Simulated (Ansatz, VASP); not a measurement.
**One calculation of Mg, two programs**

The input POSCAR:

```
Mg
1.0
    3.2093000000      0.0000000000      0.0000000000
   -1.6046500000      2.7793353284      0.0000000000
    0.0000000000      0.0000000000      5.2103000000
Mg
2
Direct
    0.6666666667      0.3333333333      0.7500000000
    0.3333333333      0.6666666667      0.2500000000
```

INCAR.step1

```
  PREC = Accurate
  ENCUT = 520
  ISMEAR = -1
  SIGMA = 0.05
  LREAL = False
  LASPH = True
  NELM = 80
  NBANDS = 9
  GGA = PE
  ALGO = Normal
  EDIFF = 1E-4
  LWAVE = True
  LCHARG = False
```

The input INCAR.step2:

```
  PREC = Accurate
  ENCUT = 520
  EDIFF = 1E-6
  ISMEAR = -1
  SIGMA = 0.05
  LREAL = False
  LASPH = True
  NELM = 80
  ALGO = Normal
  ISIF = 2
  LWAVE = False
  LCHARG = False
  METAGGA = R2SCAN
  LMIXTAU = True
  IVDW = 13
  VDW_S6 = 1.0
  VDW_S8 = 0.6018749
  VDW_A1 = 0.51559235
  VDW_A2 = 5.77342911
  NBANDS = 9
  ISTART = 1
```

Contents of KPOINTS:

```
regular mesh
0
Gamma
  10 10 5
```

Contents of input.yaml:

```yaml
crystal:
  lattice:
    - [3.2093, 0.0, 0.0]
    - [-1.60465, 2.7793353284, 0.0]
    - [0.0, 0.0, 5.2103]
  atoms:
    - { symbol: Mg, position: [0.6666666667, 0.3333333333, 0.75] }
    - { symbol: Mg, position: [0.3333333333, 0.6666666667, 0.25] }
hamiltonian:
  xc: r2scan
  pseudopotentials: { kind: paw }
  dispersion: d4
kpoints:
  mp_grid: { grid: [10, 10, 5] }
scf:
  occupations: { method: fermi_dirac, width: 0.05 }
output:
  forces: true
  stress: true
  eigenvalues: true
  write_density: true
  write_potential: true
  elf: true
  volumetric_format: npy
```

Alike in both runs: task single point; functional r2SCAN; dispersion D4; k mesh 10 × 10 × 5; occupations fermi-dirac, width 0.05 eV; no spin polarisation.

|  | VASP | Ansatz |
| --- | --- | --- |
| version | VASP 6.6.1 | Ansatz 0.2.0 |
| potentials or method | VASP PAW PBE potentials, release 64 (Mg) | Ansatz PAW |
| plane-wave cutoff (eV) | 520 | 500 |
| valence electrons in the cell | 4 | 20 |

Ansatz gave:

* gap on the k mesh at the Fermi level (eV): none
* pressure (GPa): 1.5
* traceless stress, the component that is largest in VASP (GPa): 0.53

Problem. What did VASP give for the same quantities?

Solution. gap on the k mesh at the Fermi level (eV): none; pressure (GPa): 1.2; traceless stress, the component that is largest in VASP (GPa): 0.54.

VASP's potentials were made for PBE, not for r2SCAN. A gap of «none» marks a metal or a gap that the smearing closes. VASP's potentials hold 4 valence electrons a cell and Ansatz's 20, so a difference there can come from the potentials and not from the codes.
